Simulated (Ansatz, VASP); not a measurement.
## K: VASP beside Ansatz

POSCAR

```
K
1.0
    4.5615974539      1.1403993635      1.1403993635
    1.1403993635      4.5615974539      1.1403993635
    1.1403993635      1.1403993635      4.5615974539
K
1
Direct
    0.0000000000      0.0000000000      0.0000000000
```

The input INCAR.step1:

```
SYSTEM = K
ALGO     = Normal         ! electronic algorithm
EDIFF    = 1E-4           ! SCF threshold, eV
ENCUT    = 520            ! plane-wave cutoff, eV
GGA      = PE             ! functional
ISMEAR   = 0              ! smearing method
LASPH    = .TRUE.         ! aspherical terms in the spheres
LCHARG   = .FALSE.        ! write CHGCAR
LREAL    = .FALSE.        ! projectors in reciprocal space
LWAVE    = .TRUE.         ! write WAVECAR
NBANDS   = 10             ! bands
NELM     = 100            ! most SCF steps
PREC     = Accurate       ! precision mode
SIGMA    = 0.15           ! smearing width, eV
```

The input INCAR.step2:

```
SYSTEM = K
ALGO     = Normal         ! electronic algorithm
EDIFF    = 1E-7           ! SCF threshold, eV
ENCUT    = 520            ! plane-wave cutoff, eV
ISIF     = 2              ! what is computed and relaxed
ISMEAR   = 0              ! smearing method
ISTART   = 1            
LASPH    = .TRUE.         ! aspherical terms in the spheres
LCHARG   = .FALSE.        ! write CHGCAR
LMIXTAU  = .TRUE.       
LREAL    = .FALSE.        ! projectors in reciprocal space
LWAVE    = .FALSE.        ! write WAVECAR
METAGGA  = R2SCAN         ! meta-GGA
NBANDS   = 10             ! bands
NELM     = 100            ! most SCF steps
PREC     = Accurate       ! precision mode
SIGMA    = 0.15           ! smearing width, eV
```

Contents of KPOINTS:

```
k-points
0
G
  12 12 12
  0 0 0
```

Input for Ansatz:

```yaml
crystal:
  lattice:
    - [4.5615974539, 1.1403993635, 1.1403993635]
    - [1.1403993635, 4.5615974539, 1.1403993635]
    - [1.1403993635, 1.1403993635, 4.5615974539]
  atoms:
    - { symbol: K, position: [0.0, 0.0, 0.0] }
basis:
  ecutwfc: 500
kpoints:
  mp_grid: { grid: [12, 12, 12] }
hamiltonian:
  xc: r2scan
scf:
  occupations: { method: gaussian, width: 0.15 }
output:
  forces: true
  stress: true
  eigenvalues: true
```

Alike in both runs: task single point; functional r2SCAN; k mesh 12 × 12 × 12; occupations gaussian, width 0.15 eV; no spin polarisation.

|  | VASP | Ansatz |
| --- | --- | --- |
| version | VASP 6.6.1 | Ansatz 0.2.0 |
| potentials or method | VASP PAW PBE potentials, release 64 (K_sv), cutoff 520 eV | scalar-relativistic, plane waves, PAW |
| valence electrons in the cell | 9 | 9 |

|  | VASP | Ansatz | Ansatz less VASP |
| --- | --- | --- | --- |
| gap on the k mesh at the Fermi level (eV) | none | none | - |
| pressure (GPa) | -0.2 | -0.1 | +0.02 |

VASP's potentials were made for PBE, not for r2SCAN. A gap of «none» marks a metal or a gap that the smearing closes.
